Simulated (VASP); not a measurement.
# H2C2O (P-1) in VASP: single point with PBE+D3(BJ)

Aim: the single point of H2C2O with PBE+D3(BJ).

Program: VASP 6.6.1. These are calculated values, not measurements. Logs are shortened: lines on timing, memory, paths and dates and some standing lists are left out, and cuts for length are marked.

**1. The cell of the first run**

The typed cell holds 20 atoms: a = 4.941 Å, b = 6.998 Å, c = 7.091 Å, α = 112.60°, β = 97.00°, γ = 107.37°.

**2. Single point, PBE+D3(BJ)**

INCAR reads:

```
ALGO = Normal
EDIFF = 1E-6
ENCUT = 520
GGA = PE
ISIF = 2
ISMEAR = 0
IVDW = 12
LASPH = T
LCHARG = F
LREAL = Auto
LWAVE = F
NBANDS = 48
NELM = 80
PREC = Accurate
SIGMA = 0.01
```

KPOINTS reads:

```
k-points
0
Gamma
  6 4 4
```

POSCAR reads:

```
H2C2O
1.0
    4.9413035271     -0.0026818314     -0.0050369288
   -2.0850452162      6.6799237988      0.0459763059
   -0.8588967460     -3.1662043136      6.2863503520
H C O
8 8 4
Direct
    0.6789548794      0.8824079636      0.4731534834
    0.3210451206      0.1175920364      0.5268465166
    0.7839083858      0.7698659352      0.2337438119
    0.2160916142      0.2301340648      0.7662561881
    0.8451356209      0.6832996246      0.4348881780
    0.1548643791      0.3167003754      0.5651118220
    0.5388881647      0.0846019705      0.1777154898
    0.4611118353      0.9153980295      0.8222845102
    0.6916768314      0.7309382990      0.3537620016
    0.3083231686      0.2690617010      0.6462379984
    0.4060534969      0.5519931486      0.2606994564
    0.5939465031      0.4480068514      0.7393005436
    0.8814960841      0.2254584362      0.1016386640
    0.1185039159      0.7745415638      0.8983613360
    0.1657875431      0.4006588503      0.1855497247
    0.8342124569      0.5993411497      0.8144502753
    0.7752006479      0.1009562922      0.9078358893
    0.2247993521      0.8990437078      0.0921641107
    0.7452850468      0.2094935303      0.2473652498
    0.2547149532      0.7905064697      0.7526347502
```

Potentials or basis: VASP PAW PBE potentials, release 64 (H, C, O).

Launch:

```sh
cat potpaw_PBE.64/H/POTCAR potpaw_PBE.64/C/POTCAR potpaw_PBE.64/O/POTCAR > POTCAR
mpirun -np 1 vasp_std > vasp.out
```

OUTCAR:

```text
EDIFF = 1E-6
   ENCUT = 520
   GGA = PE
   ISIF = 2
   ISMEAR = 0
   IVDW = 12
   LASPH = T
   LREAL = Auto
   NELM = 80
   PREC = Accurate
 IVDW          = 12

 ion  position               nearest neighbor table
   1  0.679  0.882  0.473-   9 1.10
   2  0.321  0.118  0.527-  10 1.10
   3  0.784  0.770  0.234-   9 1.10
   4  0.216  0.230  0.766-  10 1.10
   5  0.845  0.683  0.435-   9 1.10
   6  0.155  0.317  0.565-  10 1.10
   7  0.539  0.085  0.178-  19 1.03
   8  0.461  0.915  0.822-  20 1.03
   9  0.692  0.731  0.354-   3 1.10   1 1.10   5 1.10  11 1.44
  10  0.308  0.269  0.646-   4 1.10   2 1.10   6 1.10  12 1.44
  11  0.406  0.552  0.261-  15 1.22   9 1.44
  12  0.594  0.448  0.739-  16 1.22  10 1.44
  13  0.881  0.225  0.102-  17 1.25  19 1.32  15 1.43
  14  0.119  0.775  0.898-  18 1.25  20 1.32  16 1.43
  15  0.166  0.401  0.186-  11 1.22  13 1.43
  16  0.834  0.599  0.814-  12 1.22  14 1.43
  17  0.775  0.101  0.908-  13 1.25
  18  0.225  0.899  0.092-  14 1.25
  19  0.745  0.209  0.247-   7 1.03  13 1.32
  20  0.255  0.791  0.753-   8 1.03  14 1.32

  LATTYP: Found a triclinic cell.
 ALAT       =     7.8173767851
 B/A-ratio  =     1.5376081876
 C/A-ratio  =     0.6320927030
 COS(alpha) =     0.0082953983
 COS(beta)  =     0.3776588968
 COS(gamma) =     0.8133201374

  Lattice vectors:

 A1 = (  -2.9439419622,   3.5137194852,   6.3323266579)
 A2 = (  -0.0876836513,  10.1909614526,   6.3732660350)
 A3 = (  -4.9413035271,   0.0026818314,   0.0050369288)

Analysis of symmetry for initial positions (statically):
=====================================================================
 Subroutine PRICEL returns:
 Original cell was already a primitive cell.

 Routine SETGRP: Setting up the symmetry group for a
 triclinic supercell.

 Subroutine GETGRP returns: Found  2 space group operations
 (whereof  2 operations were pure point group operations)
 out of a pool of  2 trial point group operations.

The static configuration has the point symmetry S_2 .

Analysis of symmetry for dynamics (positions and initial velocities):
=====================================================================
 Subroutine PRICEL returns:
 Original cell was already a primitive cell.

 Routine SETGRP: Setting up the symmetry group for a
 triclinic supercell.

 Subroutine GETGRP returns: Found  2 space group operations
 (whereof  2 operations were pure point group operations)
 out of a pool of  2 trial point group operations.

The dynamic configuration has the point symmetry S_2 .

 Subroutine INISYM returns: Found  2 space group operations
 (whereof  2 operations are pure point group operations),
 and found     1 'primitive' translations

----------------------------------------------------------------------------------------

                                     Primitive cell

  volume of cell :     208.1190

  direct lattice vectors                    reciprocal lattice vectors
     4.941303527 -0.002681831 -0.005036929     0.202470263  0.062790206  0.059288403
    -2.085045216  6.679923799  0.045976306     0.000157635  0.149234028  0.075185249
    -0.858896746 -3.166204314  6.286350352     0.000161076 -0.001041138  0.158572436

  length of vectors
     4.941306822  6.997921787  7.090892336     0.220117996  0.167103685  0.158575936

  position of ions in fractional coordinates (direct lattice)
     0.678954879  0.882407964  0.473153483
     0.321045121  0.117592036  0.526846517
     0.783908386  0.769865935  0.233743812
     0.216091614  0.230134065  0.766256188
     0.845135621  0.683299625  0.434888178
     0.154864379  0.316700375  0.565111822
[... 12 lines left out ...]
     0.745285047  0.209493530  0.247365250
     0.254714953  0.790506470  0.752634750

  ion indices of the primitive-cell ions
   primitive index   ion index
                 1           1
                 2           2
                 3           3
                 4           4
                 5           5
                 6           6
[... 12 lines left out ...]
                19          19
                20          20

----------------------------------------------------------------------------------------

 KPOINTS: k-points

Automatic generation of k-mesh.
 Grid dimensions read from file:
 generate k-points for:    6    4    4

 Generating k-lattice:

  Cartesian coordinates                     Fractional coordinates (reciprocal lattice)
     0.033745044  0.010465034  0.009881400     0.166666667  0.000000000  0.000000000
     0.000039409  0.037308507  0.018796312     0.000000000  0.250000000 -0.000000000
     0.000040269 -0.000260285  0.039643109     0.000000000  0.000000000  0.250000000

  Length of vectors
     0.036686333  0.041775921  0.039643984

  Shift w.r.t. Gamma in fractional coordinates (k-lattice)
     0.000000000  0.000000000  0.000000000

 Subroutine IBZKPT returns following result:
 ===========================================

 Found     52 irreducible k-points:

 Following reciprocal coordinates:
            Coordinates               Weight
  0.000000  0.000000  0.000000      1.000000
  0.166667 -0.000000  0.000000      2.000000
  0.333333 -0.000000 -0.000000      2.000000
  0.500000 -0.000000 -0.000000      1.000000
  0.000000  0.250000  0.000000      2.000000
  0.166667  0.250000 -0.000000      2.000000
[... 16 lines left out ...]
  0.333333  0.250000  0.250000      2.000000
  0.500000  0.250000  0.250000      2.000000
 [... further k-points ...]
   k-points           NKPTS =     52   k-points in BZ     NKDIM =     52   number of bands    NBANDS=     48
   number of dos      NEDOS =    301   number of ions     NIONS =     20
   total plane-waves  NPLWV = 116640
   dimension x,y,z NGX =    40 NGY =   54 NGZ =   54
   dimension x,y,z NGXF=    80 NGYF=  108 NGZF=  108
   ions per type =               8   8   4
   NGX,Y,Z   is equivalent  to a cutoff of  13.46, 12.83, 12.66 a.u.
   NGXF,Y,Z  is equivalent  to a cutoff of  26.92, 25.66, 25.32 a.u.
 SYSTEM =  unknown system
   PREC   = accura    normal or accurate (medium, high low for compatibility)
   ISTART =      0    job   : 0-new  1-cont  2-samecut
   ICHARG =      2    charge: 1-file 2-atom 10-const
   ISPIN  =      1    spin polarized calculation?
   LNONCOLLINEAR =      F non collinear calculations
   LSORBIT =      F    spin-orbit coupling
   LASPH  =      T    aspherical Exc in radial PAW
   ENCUT  =  520.0 eV  38.22 Ry    6.18 a.u.   9.19 13.01 13.18*2*pi/ulx,y,z
   NELM   =     80;   NELMIN=  2; NELMDL= -5     # of ELM steps
   EDIFF  = 0.1E-05   stopping-criterion for ELM
   LREAL  =      T    real-space projection
   EDIFFG = 0.1E-04   stopping-criterion for IOM
   NSW    =      0    number of steps for IOM
   IBRION =     -1    ionic relax: 0-MD 1-quasi-New 2-CG
   NFREE  =      0    steps in history (QN), initial steepest desc. (CG)
   ISIF   =      2    stress and relaxation
   ISYM   =      2    0-nonsym 1-usesym 2-fastsym
   POTIM  = 0.5000    time-step for ionic-motion
   TEBEG  =    0.0;   TEEND  =   0.0 temperature during run
   PSTRESS=    0.0 pullay stress
   NELECT =      64.0000    total number of electrons
   NUPDOWN=      -1.0000    fix difference up-down
   EMIN   =  10.00;   EMAX   =-10.00  energy-range for DOS
   EFERMI =   0.00;   METHOD = LEGACY
   ISMEAR =     0;   SIGMA  =   0.01  broadening in eV -4-tet -1-fermi 0-gaus
   EFERMI_NEDOS =   21; number of points for ismear=-14 and -15
   IALGO  =     38    algorithm
   IMIX   =      4    mixing-type and parameters
     AMIX     =   0.40;   BMIX     =  1.00
     AMIX_MAG =   1.60;   BMIX_MAG =  1.00
  volume/ion in A,a.u.               =      10.41        70.22
  Fermi-wavevector in a.u.,A,eV,Ry     =   1.105005  2.088157 16.613203  1.221036
  Thomas-Fermi vector in A             =   2.241486
   LORBIT       =      0    0 simple, 1 ext, 2 COOP (PROOUT), +10 PAW based schemes
   GGA     = PE    functional components
   LHFCALC =     F    Hartree Fock is set to
   AEXX    =    0.0000 exact exchange contribution
   IVDW    =    12    specifies the selected vdW correction
   LEPSILON=     F    determine dielectric tensor
   LRPA    =     F    only Hartree local field effects (RPA)
 non-spin polarized calculation
 Gauss-broadening in eV      SIGMA  =   0.01
  energy-cutoff  :      520.00
  volume of cell :      208.12
 maximum number of plane-waves:      5630
 NGX is ok and might be reduce to    40
   NGX = 19   NGY = 27   NGZ = 27

 number of electron      64.0000004 magnetization

 Free energy of the ion-electron system (eV)
  ---------------------------------------------------
  ext. energy  EPLUGINS =         0.00000000
  ---------------------------------------------------
  free energy    TOTEN  =      -126.24104247 eV

  energy without entropy =     -126.24104247  energy(sigma->0) =     -126.24104247

 E-fermi :  -1.6427     XC(G=0):  -7.9273

 val. band max:       -1.6835822096   @ k =   0.5000   0.5000   0.0000
 cond. band min:       2.0340038151   @ k =   0.0000   0.2500   0.5000
 fundamental gap:      3.7175860247
 Fermi energy:        -1.6427084830

 k-point     1 :       0.0000    0.0000    0.0000
  band No.  band energies     occupation
      1     -23.4716      2.00000
      2     -23.0652      2.00000
      3     -21.1609      2.00000
      4     -20.7698      2.00000
      5     -15.2167      2.00000
      6     -15.0252      2.00000
[... 36 lines left out ...]
     43       7.8320      0.00000
     44       8.0416      0.00000

 k-point     2 :       0.1667   -0.0000    0.0000
  band No.  band energies     occupation
      1     -23.4618      2.00000
      2     -23.0731      2.00000
      3     -21.1669      2.00000
      4     -20.7645      2.00000
      5     -15.1766      2.00000
      6     -15.0625      2.00000
[... 36 lines left out ...]
     43       7.9694      0.00000
     44       8.0888      0.00000

 k-point     3 :       0.3333   -0.0000   -0.0000
  band No.  band energies     occupation
      1     -23.4408      2.00000
      2     -23.0902      2.00000
      3     -21.1786      2.00000
      4     -20.7543      2.00000
      5     -15.1780      2.00000
      6     -15.0427      2.00000
[... 36 lines left out ...]
     43       7.8652      0.00000
     44       8.2556      0.00000

 k-point     4 :       0.5000   -0.0000   -0.0000
  band No.  band energies     occupation
      1     -23.4294      2.00000
      2     -23.0997      2.00000
      3     -21.1842      2.00000
      4     -20.7495      2.00000
      5     -15.2038      2.00000
      6     -15.0077      2.00000
[... 882 lines left out ...]
     43       7.9366      0.00000
     44       8.4002      0.00000

 k-point    23 :       0.3333    0.2500    0.2500
  band No.  band energies     occupation
      1     -23.4411      2.00000
      2     -23.0895      2.00000
      3     -21.1781      2.00000
      4     -20.7556      2.00000
      5     -15.1761      2.00000
      6     -15.0419      2.00000
[... 36 lines left out ...]
     43       7.8406      0.00000
     44       8.0606      0.00000

 k-point    24 :       0.5000    0.2500    0.2500
  band No.  band energies     occupation
      1     -23.4320      2.00000
      2     -23.0963      2.00000
      3     -21.1823      2.00000
      4     -20.7524      2.00000
      5     -15.1326      2.00000
      6     -15.0604      2.00000
[... 36 lines left out ...]
     43       7.6110      0.00000
     44       7.8197      0.00000

 [... further k-points ...]

 [bands above 44 left out]

------------------------ aborting loop because EDIFF is reached ----------------------------------------

 Edisp (eV)   -1.32341

 E8    (eV) :    -0.3250

  FORCE on cell =-STRESS in cart. coord.  units (eV):
  Direction    XX          YY          ZZ          XY          YZ          ZX
  --------------------------------------------------------------------------------------
  -------------------------------------------------------------------------------------
  Total       0.14708     0.03365     0.95516     0.27856     0.03780    -0.10640
  in kB       1.13230     0.25902     7.35314     2.14447     0.29096    -0.81907
  external pressure =        2.91 kB  Pullay stress =        0.00 kB

 VOLUME and BASIS-vectors are now :
 -----------------------------------------------------------------------------
  energy-cutoff  :      520.00
  volume of cell :      208.12
      direct lattice vectors                 reciprocal lattice vectors
     4.941303527 -0.002681831 -0.005036929     0.202470263  0.062790206  0.059288403
    -2.085045216  6.679923799  0.045976306     0.000157635  0.149234028  0.075185249
    -0.858896746 -3.166204314  6.286350352     0.000161076 -0.001041138  0.158572436

 POSITION                                       TOTAL-FORCE (eV/Angst)
 -----------------------------------------------------------------------------------
      1.10867      4.39450      3.01156        -0.008625      0.011697      0.015320
      0.88869     -0.88346      3.31573         0.008625     -0.011697     -0.015320
      2.06756      4.40046      1.50084         0.010102      0.011750     -0.012472
     -0.07020     -0.88943      4.82645        -0.010102     -0.011750      0.012472
      2.37784      3.18518      2.76102         0.016635     -0.010674      0.010354
     -0.38048      0.32586      3.56627        -0.016635      0.010674     -0.010354
[... 12 lines left out ...]
      3.03341      0.61419      1.56090        -0.086901     -0.061959      0.121117
     -1.03605      2.89684      4.76639         0.086901      0.061959     -0.121117
 -----------------------------------------------------------------------------------
    total drift:                               -0.000000      0.000000     -0.000000

  FREE ENERGIE OF THE ION-ELECTRON SYSTEM (eV)
  ---------------------------------------------------
  free  energy   TOTEN  =      -127.5644491936 eV

  energy  without entropy=     -127.5644491936  energy(sigma->0) =     -127.56444919
```

It took 14 min on 1 thread of Intel Xeon Platinum 8175M at 2.50GHz (Skylake/Cascade Lake), shared host; peak memory 0.53 GiB.

What came out:

| Quantity | Value |
| --- | --- |
| Free energy | -127.5644 eV |
| Pressure | 0.3 GPa |
| Largest force | 0.381 eV/Å |
| Band gap on the k mesh | 3.72 eV, indirect (least direct gap 3.82 eV) |
| Dispersion energy per atom | -0.066 eV |

Forces in eV/Å, atoms in the order of the input:
```
H   -0.009  0.012  0.015
H    0.009 -0.012 -0.015
H    0.010  0.012 -0.012
H   -0.010 -0.012  0.012
H    0.017 -0.011  0.010
H   -0.017  0.011 -0.010
H   -0.072 -0.058  0.018
H    0.072  0.058 -0.018
C   -0.010 -0.005 -0.005
C    0.010  0.005  0.005
C    0.038  0.036  0.022
C   -0.038 -0.036 -0.022
C    0.188  0.190  0.250
C   -0.188 -0.190 -0.250
C   -0.052 -0.044 -0.024
C    0.052  0.044  0.024
O   -0.048 -0.082 -0.369
O    0.048  0.082  0.369
O   -0.087 -0.062  0.121
O    0.087  0.062 -0.121
```

A k mesh can miss the band edges.
